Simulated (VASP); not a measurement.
Runs of VASP 6.6.1 on Pb. The structure is that of space group Fm-3m (No. 225), or close to it. The cells are those of the table. 

```tsv
task	cell	cutoff (eV)	smearing	gap on the mesh (eV)	pressure (GPa)
single point	a = 3.493 Å, angles 60.0°, 1 atom	500	gaussian 0.2 eV	none	2.7
electric field gradients	a = 3.516 Å, angles 60.0°, 1 atom	520	fermi-dirac 0.08 eV	none	1.7
single point	a = 3.493 Å, angles 60.0°, 1 atom	520	fermi-dirac 0.08 eV	none	2.7
electric field gradients	a = 3.493 Å, angles 60.0°, 1 atom	520	fermi-dirac 0.08 eV	none	2.7
single point	a = 3.493 Å, angles 60.0°, 1 atom	500	fermi-dirac 0.28 eV	none	(a)
```

Alike in all rows: level PBE; potentials or basis VASP PAW PBE potentials, release 64 (Pb_d); no spin polarisation; k mesh 13 × 13 × 13.

Question: Estimate the missing entries.

Answer: (a) 3.0.

Caveats: spin-orbit coupling is left out, which moves the levels of the heavy elements.

A k mesh can miss the band edges, and the runs leave out spin-orbit coupling on Pb.

A gap of «none» marks levels without a gap at the run's occupations.
